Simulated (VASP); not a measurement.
Fe2Ge: single point with PBEsol

Fe2Ge:

```xyz
6
Lattice="3.9605 0.0000 0.0000 -1.9802 3.4299 0.0000 0.0000 0.0000 4.7998" Properties=species:S:1:pos:R:3 pbc="T T T"
Fe    0.0000    0.0000    0.0000
Fe    0.0000    0.0000    2.3999
Fe    1.9802    1.1433    3.5999
Fe    0.0000    2.2866    1.2000
Ge    1.9802    1.1433    1.2000
Ge    0.0000    2.2866    3.5999
```

* Program: VASP 6.6.1
* Task: single point
* Functional: PBEsol
* Potentials or basis: VASP PAW PBE potentials, release 64 (Fe, Ge_d)
* Cutoff: 520 eV
* k mesh: 8 × 8 × 6
* Occupations: gaussian, width 0.1 eV
* Spin: collinear spin, ferromagnetic start
* Starting moments: [2.4, 2.4, 2.4, 2.4, 0.0, 0.0] μB
* Dipole correction: no
* Further INCAR settings: ALGO = Normal; EDIFF = 1e-06; NBANDS = 43

```
Pressure                                              : 16.5 GPa
Net moment                                            : 6.23 μB per cell
Site moments                                          : Fe +2.09, +1.07 (each value once); Ge -0.06 μB
Valence electrons inside the program's atomic spheres : Fe 7.40, 7.71 (each value once); Ge 12.70
```

Stress tensor (GPa, compression positive):
```
17.18  0.00  0.00
 0.00 17.18  0.00
 0.00  0.00 15.00
```

Levels at points of the mesh, in eV from the Fermi level:
Spin up:
```tsv
k point	band 30	band 31	band 32	band 33	band 34	band 35	band 36	band 37
(0.00, 0.00, 0.00)	-0.36	-0.36	-0.16	0.49	2.90	3.23	3.32	3.32
(0.50, 0.00, 0.00)	-1.15	-1.11	-0.71	-0.31	-0.28	-0.18	1.70	2.33
(0.00, 0.00, 0.50)	-0.72	-0.72	-0.72	2.19	2.19	3.93	3.93	3.93
(0.50, 0.00, 0.50)	-1.51	-1.24	-1.24	-0.34	-0.34	1.54	1.54	3.42
```
Spin down:
```csv
k point,band 23,band 24,band 25,band 26,band 27,band 28,band 29,band 30,band 31,band 32
"(0.00, 0.00, 0.00)",-0.47,-0.47,-0.30,0.52,0.52,0.57,0.69,0.69,1.27,1.27
"(0.50, 0.00, 0.00)",-1.23,-1.06,-0.97,-0.95,-0.33,0.09,0.33,0.45,0.56,0.58
"(0.00, 0.00, 0.50)",-0.60,-0.60,0.35,0.35,0.35,0.35,0.62,0.62,0.62,0.62
"(0.50, 0.00, 0.50)",-1.22,-1.22,-0.67,-0.67,-0.06,-0.06,-0.04,-0.04,0.57,0.57
```

It took 3.4 min on 1 thread of Intel(R) Xeon(R) Platinum 8488C (Sapphire Rapids), with other jobs on the host, peak memory 0.3 GiB.

Caveat: the cell stands under pressure; the PAW data sets were made with another functional, which shifts forces and pressure a little.
